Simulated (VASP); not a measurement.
Set up this calculation in VASP 6.6.1, as the native input.

* Task: single point
* Functional: PBE
* Potentials or basis: VASP PAW PBE potentials, release 64 (Pt, S)
* Cutoff: 520 eV
* k mesh: 4 × 4 × 2
* Occupations: gaussian, width 0.1 eV
* Spin: no spin polarisation
* Dipole correction: no
* Further INCAR settings: ALGO = Normal; EDIFF = 1e-06; NBANDS = 31

The structure of PtS2 lies in POSCAR:

```
PtS2
1.0
    3.8815511900      0.0000000000      0.0000000000
    0.0000000000      3.8815511900      0.0000000000
    0.0000000000      0.0000000000      8.7645526500
Pt S
2 4
Direct
    0.5000000000      0.0000000000      0.0000000000
    0.0000000000      0.5000000000      0.5000000000
    0.5000000000      0.5000000000      0.8938480700
    0.5000000000      0.5000000000      0.6061519300
    0.5000000000      0.5000000000      0.1061519300
    0.5000000000      0.5000000000      0.3938480700
```

These files were run (other wordings do the same):

INCAR

```
PREC = Accurate
ENCUT = 520
EDIFF = 1E-6
ISMEAR = 0
SIGMA = 0.1
LREAL = False
LASPH = True
NELM = 100
ALGO = Normal
ISIF = 2
LWAVE = False
LCHARG = False
GGA = PE
NBANDS = 31
```

KPOINTS

```
Automatic mesh
0
Gamma
  4 4 2
```

Potentials or basis: VASP PAW PBE potentials, release 64 (Pt, S).

The run is started by

```console
$ cat potpaw_PBE.64/Pt/POTCAR potpaw_PBE.64/S/POTCAR > POTCAR
$ mpirun -np 1 vasp_std > vasp.out
```

It gave:

```yaml
Pressure: 32.5 GPa
Largest_force: 8.629 eV/Å
Band_gap_on_the_k_mesh: zero (band 22 reaches 5.66 eV, above the bottom of band 23 at 4.55 eV)
```

Caveat: the k points lie up to 0.40 Å⁻¹ apart; spin-orbit coupling is left out, which moves the levels of the heavy elements; forces of over 1 eV/Å act on the atoms, so gaps and moduli don't describe the material at rest.

Wall time 37 s on 1 thread of Intel(R) Xeon(R) 6975P-C (Granite Rapids), with other jobs on the host, peak memory 0.25 GiB.
